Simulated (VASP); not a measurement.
# SiC (P6_3mc) in VASP: further runs

Runs on SiC. Level: PBEsol. Tasks: relaxation of the atoms.

All numbers are computed with VASP 6.6.1; they aren't measurements. Logs are shortened: lines on timing, memory, paths and dates and some standing lists are left out, and cuts for length are marked.

## (1) The cell of the first run

The structure is hexagonal, space group P6_3mc (No. 186). Conventional cell: a = 3.076 Å, b = 3.076 Å, c = 5.073 Å, α = 90.00°, β = 90.00°, γ = 120.00°. Within 2.5 Å of Si (site symmetry 3m) lie 4 C at 1.88 to 1.91 Å. C (site symmetry 3m) has 4 Si at 1.88 to 1.91 Å within 2.5 Å.

## (2) Relaxation of the atoms, PBEsol (z stretched by +0.5 %, x and y held)

Input file INCAR:

```
SYSTEM = SiC
PREC = Accurate
ENCUT = 520
EDIFF = 1E-6
ISMEAR = 0
SIGMA = 0.01
LREAL = .False.
LASPH = .True.
NELM = 100
ALGO = Normal
ISIF = 2
LWAVE = .False.
LCHARG = .False.
GGA = PS
IBRION = 2
NSW = 50
EDIFFG = -0.002
```

Input file KPOINTS:

```
Automatic mesh
0
Gamma
  8 8 6
  0 0 0
```

Input file POSCAR:

```
SiC
1.0
    3.0757714184      0.0000000000      0.0000000000
   -1.5378857092      2.6636961846      0.0000000000
    0.0000000000      0.0000000000      5.0727747299
Si C
2 2
Direct
    0.3333333333      0.6666666667      0.0045933970
    0.6666666667      0.3333333333      0.5045933970
    0.3333333333      0.6666666667      0.3804066030
    0.6666666667      0.3333333333      0.8804066030
```

Potentials or basis: VASP PAW PBE potentials, release 64 (Si, C).

Run with:

```sh
$ cat potpaw_PBE.64/Si/POTCAR potpaw_PBE.64/C/POTCAR > POTCAR
$ mpirun -np 1 vasp_std > vasp.out
```

OUTCAR:

```text
SYSTEM = SiC
   PREC = Accurate
   ENCUT = 520
   EDIFF = 1E-6
   ISMEAR = 0
   LREAL = .False.
   LASPH = .True.
   NELM = 100
   ISIF = 2
   GGA = PS
   IBRION = 2
   NSW = 50
   EDIFFG = -0.002

 ion  position               nearest neighbor table
   1  0.333  0.667  0.005-   4 1.88   4 1.88   4 1.88   3 1.91   2 3.10   2 3.10   2 3.10   2 3.10
                             2 3.10   2 3.10
   2  0.667  0.333  0.505-   3 1.88   3 1.88   3 1.88   4 1.91   1 3.10   1 3.10   1 3.10   1 3.10
                             1 3.10   1 3.10
   3  0.333  0.667  0.380-   2 1.88   2 1.88   2 1.88   1 1.91
   4  0.667  0.333  0.880-   1 1.88   1 1.88   1 1.88   2 1.91

  LATTYP: Found a hexagonal cell.
 ALAT       =     3.0757714184
 C/A-ratio  =     1.6492690905

  Lattice vectors:

 A1 = (   3.0757714184,   0.0000000000,   0.0000000000)
 A2 = (  -1.5378857092,   2.6636961846,   0.0000000000)
 A3 = (   0.0000000000,   0.0000000000,   5.0727747299)

Analysis of symmetry for initial positions (statically):
=====================================================================
 Subroutine PRICEL returns:
 Original cell was already a primitive cell.

 Routine SETGRP: Setting up the symmetry group for a
 hexagonal supercell.

 Subroutine GETGRP returns: Found 12 space group operations
 (whereof  6 operations were pure point group operations)
 out of a pool of 24 trial point group operations.

The static configuration has the point symmetry C_3v.
 The point group associated with its full space group is C_6v.

Analysis of symmetry for dynamics (positions and initial velocities):
=====================================================================
 Subroutine PRICEL returns:
 Original cell was already a primitive cell.

 Routine SETGRP: Setting up the symmetry group for a
 hexagonal supercell.

 Subroutine GETGRP returns: Found 12 space group operations
 (whereof  6 operations were pure point group operations)
 out of a pool of 24 trial point group operations.

The dynamic configuration has the point symmetry C_3v.
 The point group associated with its full space group is C_6v.

 Subroutine INISYM returns: Found 12 space group operations
 (whereof  6 operations are pure point group operations),
 and found     1 'primitive' translations

----------------------------------------------------------------------------------------

                                     Primitive cell

  volume of cell :      41.5608

  direct lattice vectors                    reciprocal lattice vectors
     3.075771418  0.000000000  0.000000000     0.325121689  0.187709095  0.000000000
    -1.537885709  2.663696185  0.000000000     0.000000000  0.375418190  0.000000000
     0.000000000  0.000000000  5.072774730     0.000000000  0.000000000  0.197130772

  length of vectors
     3.075771418  3.075771418  5.072774730     0.375418190  0.375418190  0.197130772

  position of ions in fractional coordinates (direct lattice)
     0.333333333  0.666666667  0.004593397
     0.666666667  0.333333333  0.504593397
     0.333333333  0.666666667  0.380406603
     0.666666667  0.333333333  0.880406603

  ion indices of the primitive-cell ions
   primitive index   ion index
                 1           1
                 2           2
                 3           3
                 4           4

----------------------------------------------------------------------------------------

 KPOINTS: Automatic mesh

Automatic generation of k-mesh.
 Grid dimensions read from file:
 generate k-points for:    8    8    6

 Generating k-lattice:

  Cartesian coordinates                     Fractional coordinates (reciprocal lattice)
     0.040640211  0.023463637  0.000000000     0.125000000  0.000000000  0.000000000
     0.000000000  0.046927274  0.000000000     0.000000000  0.125000000  0.000000000
     0.000000000  0.000000000  0.032855129     0.000000000  0.000000000  0.166666667

  Length of vectors
     0.046927274  0.046927274  0.032855129

  Shift w.r.t. Gamma in fractional coordinates (k-lattice)
     0.000000000  0.000000000  0.000000000

 Subroutine IBZKPT returns following result:
 ===========================================

 Found     40 irreducible k-points:

 Following reciprocal coordinates:
            Coordinates               Weight
  0.000000  0.000000  0.000000      1.000000
  0.125000  0.000000  0.000000      6.000000
  0.250000  0.000000  0.000000      6.000000
  0.375000  0.000000  0.000000      6.000000
  0.500000  0.000000  0.000000      3.000000
  0.125000  0.125000  0.000000      6.000000
[... 16 lines left out ...]
  0.250000  0.000000  0.333333     12.000000
  0.375000  0.000000  0.333333     12.000000
 [... further k-points ...]
   k-points           NKPTS =     40   k-points in BZ     NKDIM =     40   number of bands    NBANDS=     12
   number of dos      NEDOS =    301   number of ions     NIONS =      4
   total plane-waves  NPLWV =  23040
   dimension x,y,z NGX =    24 NGY =   24 NGZ =   40
   dimension x,y,z NGXF=    48 NGYF=   48 NGZF=   80
   ions per type =               2   2
   NGX,Y,Z   is equivalent  to a cutoff of  12.97, 12.97, 13.11 a.u.
   NGXF,Y,Z  is equivalent  to a cutoff of  25.94, 25.94, 26.22 a.u.
 SYSTEM =  SiC
   PREC   = accura    normal or accurate (medium, high low for compatibility)
   ISTART =      0    job   : 0-new  1-cont  2-samecut
   ICHARG =      2    charge: 1-file 2-atom 10-const
   ISPIN  =      1    spin polarized calculation?
   LNONCOLLINEAR =      F non collinear calculations
   LSORBIT =      F    spin-orbit coupling
   LASPH  =      T    aspherical Exc in radial PAW
   ENCUT  =  520.0 eV  38.22 Ry    6.18 a.u.   5.72  5.72  9.43*2*pi/ulx,y,z
   NELM   =    100;   NELMIN=  2; NELMDL= -5     # of ELM steps
   EDIFF  = 0.1E-05   stopping-criterion for ELM
   LREAL  =      F    real-space projection
   EDIFFG = -.2E-02   stopping-criterion for IOM
   NSW    =     50    number of steps for IOM
   IBRION =      2    ionic relax: 0-MD 1-quasi-New 2-CG
   NFREE  =      1    steps in history (QN), initial steepest desc. (CG)
   ISIF   =      2    stress and relaxation
   ISYM   =      2    0-nonsym 1-usesym 2-fastsym
   POTIM  = 0.5000    time-step for ionic-motion
   TEBEG  =    0.0;   TEEND  =   0.0 temperature during run
   PSTRESS=    0.0 pullay stress
   NELECT =      16.0000    total number of electrons
   NUPDOWN=      -1.0000    fix difference up-down
   EMIN   =  10.00;   EMAX   =-10.00  energy-range for DOS
   EFERMI =   0.00;   METHOD = LEGACY
   ISMEAR =     0;   SIGMA  =   0.01  broadening in eV -4-tet -1-fermi 0-gaus
   EFERMI_NEDOS =   21; number of points for ismear=-14 and -15
   IALGO  =     38    algorithm
   IMIX   =      4    mixing-type and parameters
     AMIX     =   0.40;   BMIX     =  1.00
     AMIX_MAG =   1.60;   BMIX_MAG =  1.00
  volume/ion in A,a.u.               =      10.39        70.12
  Fermi-wavevector in a.u.,A,eV,Ry     =   1.190931  2.250534 19.297380  1.418317
  Thomas-Fermi vector in A             =   2.327005
   LORBIT       =      0    0 simple, 1 ext, 2 COOP (PROOUT), +10 PAW based schemes
   GGA     = PS    functional components
   LHFCALC =     F    Hartree Fock is set to
   AEXX    =    0.0000 exact exchange contribution
   IVDW    =     0    specifies the selected vdW correction
   LEPSILON=     F    determine dielectric tensor
   LRPA    =     F    only Hartree local field effects (RPA)
 conjugate gradient relaxation of ions
 non-spin polarized calculation
 Gauss-broadening in eV      SIGMA  =   0.01
  energy-cutoff  :      520.00
  volume of cell :       41.56
 maximum number of plane-waves:      1136
 NGX is ok and might be reduce to    24
   NGX = 11   NGY = 11   NGZ = 19

--------------------------------------- Ionic step        1  -------------------------------------------

 number of electron      16.0000000 magnetization

 Free energy of the ion-electron system (eV)
  ---------------------------------------------------
  ext. energy  EPLUGINS =         0.00000000
  ---------------------------------------------------
  free energy    TOTEN  =       -31.81954689 eV

  energy without entropy =      -31.81954689  energy(sigma->0) =      -31.81954689

------------------------ aborting loop because EDIFF is reached ----------------------------------------

  FORCE on cell =-STRESS in cart. coord.  units (eV):
  Direction    XX          YY          ZZ          XY          YZ          ZX
  --------------------------------------------------------------------------------------
  -------------------------------------------------------------------------------------
  Total        0.0596456      0.0596456     -0.6541942      0.0000000      0.0000000      0.0000000
  in kB        2.2993473      2.2993473    -25.2192960      0.0000000      0.0000000      0.0000000
  external PRESSURE =      -6.8735338 kB  Pullay stress =       0.0000000 kB
[... 61 lines left out ...]
  energy  without entropy=      -31.8196116760  energy(sigma->0) =      -31.81961168

--------------------------------------- Ionic step        3  -------------------------------------------

 number of electron      16.0000000 magnetization

 Free energy of the ion-electron system (eV)
  ---------------------------------------------------
  ext. energy  EPLUGINS =         0.00000000
  ---------------------------------------------------
  free energy    TOTEN  =       -31.81967135 eV

  energy without entropy =      -31.81967135  energy(sigma->0) =      -31.81967135

 E-fermi :   8.2851     XC(G=0): -11.4792

 val. band max:        8.1685643997   @ k =   0.0000   0.0000   0.0000
 cond. band min:      10.5110030799   @ k =   0.3750   0.2500   0.0000
 fundamental gap:      2.3424386802
 Fermi energy:         8.2850740067

 k-point     1 :       0.0000    0.0000    0.0000
  band No.  band energies     occupation
      1      -7.3966      2.00000
      2      -3.8471      2.00000
      3      -0.5968      2.00000
      4       6.8711      2.00000
      5       6.8711      2.00000
      6       8.0073      2.00000
      7       8.1686      2.00000
      8       8.1686      2.00000
      9      12.9355      0.00000
     10      14.1790      0.00000
     11      14.7625      0.00000
     12      14.7625      0.00000
[... 331 lines left out ...]
 k-point    24 :       0.3750    0.0000    0.3333
  band No.  band energies     occupation
      1      -4.5999      2.00000
      2      -3.2957      2.00000
      3       0.5761      2.00000
      4       1.8199      2.00000
      5       4.0709      2.00000
      6       5.4609      2.00000
      7       6.3427      2.00000
      8       6.4538      2.00000
      9      11.1696      0.00000
     10      12.0137      0.00000
     11      13.7537      0.00000
     12      15.2858      0.00000

 [... further k-points ...]

------------------------ aborting loop because EDIFF is reached ----------------------------------------

  FORCE on cell =-STRESS in cart. coord.  units (eV):
  Direction    XX          YY          ZZ          XY          YZ          ZX
  --------------------------------------------------------------------------------------
  -------------------------------------------------------------------------------------
  Total        0.0318840      0.0318840     -0.6077996      0.0000000      0.0000000      0.0000000
  in kB        1.2291341      1.2291341    -23.4307751      0.0000000      0.0000000      0.0000000
  external PRESSURE =      -6.9908356 kB  Pullay stress =       0.0000000 kB
[... 19 lines left out ...]
  FREE ENERGIE OF THE ION-ELECTRON SYSTEM (eV)
  ---------------------------------------------------
  free  energy   TOTEN  =       -31.8196713511 eV

  energy  without entropy=      -31.8196713511  energy(sigma->0) =      -31.81967135

 reached required accuracy - stopping structural energy minimisation
```

Wall time 28 s (1 thread of AMD EPYC 7R43 (Zen 3), shared host); peak memory 0.12 GiB.

Results:

```yaml
Free_energy: -31.8197 eV
Energy_gained_by_relaxing: 0.0 meV/atom
Ionic_steps: 3
Pressure_after_relaxing: -0.7 GPa
Band_gap_on_the_k_mesh: 2.34 eV (least direct gap 3.88 eV)
```

Stress tensor (GPa, compression positive):
```
 0.12  0.00  0.00
 0.00  0.12  0.00
 0.00  0.00 -2.34
```

Step by step:
```
step  energy change (eV)  largest force (eV/Å)  pressure (GPa)
   1              0.0000                0.0466           -0.69
   2             -0.0001                0.0334           -0.70
   3             -0.0001                0.0001           -0.70
```

Final structure:
```
CELL_PARAMETERS angstrom
3.07577 0.00000 0.00000
-1.53789 2.66370 0.00000
0.00000 0.00000 5.07277
ATOMIC_POSITIONS crystal
Si 0.33333 0.66667 0.00486
Si 0.66667 0.33333 0.50486
C 0.33333 0.66667 0.38014
C 0.66667 0.33333 0.88014
```

Caveat: the cell differs from its parent crystal (z stretched by +0.5 %, x and y held); the PAW data sets were made with another functional, which shifts forces and pressure a little. A k mesh can miss the band edges.

## (3) Relaxation of the atoms, PBEsol

This run uses another cell than the first one, of 10.49 Å³/atom.

Input file INCAR:

```
SYSTEM = SiC
PREC = Accurate
ENCUT = 520
EDIFF = 1E-6
ISMEAR = 0
SIGMA = 0.01
LREAL = .FALSE.
LASPH = .TRUE.
NELM = 60
ALGO = Normal
ISIF = 2
LWAVE = .FALSE.
LCHARG = .FALSE.
GGA = PS
IBRION = 2
NSW = 50
EDIFFG = -0.002
```

Input file KPOINTS:

```
regular mesh
0
G
  8 8 6
  0 0 0
```

Edit POSCAR of step 2 so:

```diff
@@ -2,4 +2,4 @@
 1.0
-    3.0757714184      0.0000000000      0.0000000000
-   -1.5378857092      2.6636961846      0.0000000000
+    3.0911502755      0.0000000000      0.0000000000
+   -1.5455751378      2.6770146655      0.0000000000
     0.0000000000      0.0000000000      5.0727747299
```

Potentials or basis: VASP PAW PBE potentials, release 64 (Si, C).

Run with:

```sh
$ cat potpaw_PBE.64/Si/POTCAR potpaw_PBE.64/C/POTCAR > POTCAR
$ mpirun -np 1 vasp_std > vasp.out
```

It took 26 s on 1 thread of AMD EPYC 7R43 (Zen 3), shared host; peak memory 0.12 GiB.

It converged, with:

* Free energy: -31.8162 eV
* Energy gained by relaxing: 0.0 meV/atom
* Ionic steps: 2
* Pressure after relaxing: -2.9 GPa
* Band gap on the k mesh: 2.40 eV (least direct gap 3.82 eV)

Final structure:
```xyz
4
Lattice="3.0912 0.0000 0.0000 -1.5456 2.6770 0.0000 0.0000 0.0000 5.0728" Properties=species:S:1:pos:R:3 pbc="T T T"
Si    0.0000    1.7847    0.0232
Si    1.5456    0.8923    2.5595
C     0.0000    1.7847    1.9299
C     1.5456    0.8923    4.4662
```

Levels at points of the mesh, in eV from the valence-band top:
```csv
k point,band 5,band 6,band 7,band 8,band 9,band 10,band 11,band 12
"(0.00, 0.00, 0.00)",-1.32,-0.11,0.00,0.00,4.62,6.00,6.51,6.51
"(0.50, 0.00, 0.00)",-5.42,-3.31,-3.30,-1.19,2.63,4.11,6.69,6.99
"(0.00, 0.00, 0.50)",-0.71,-0.71,-0.71,-0.71,5.70,5.70,7.19,7.19
"(0.50, 0.00, 0.50)",-2.44,-2.44,-2.33,-2.33,3.14,3.14,5.10,5.10
```

Caveat: the PAW data sets were made with another functional, which shifts forces and pressure a little.
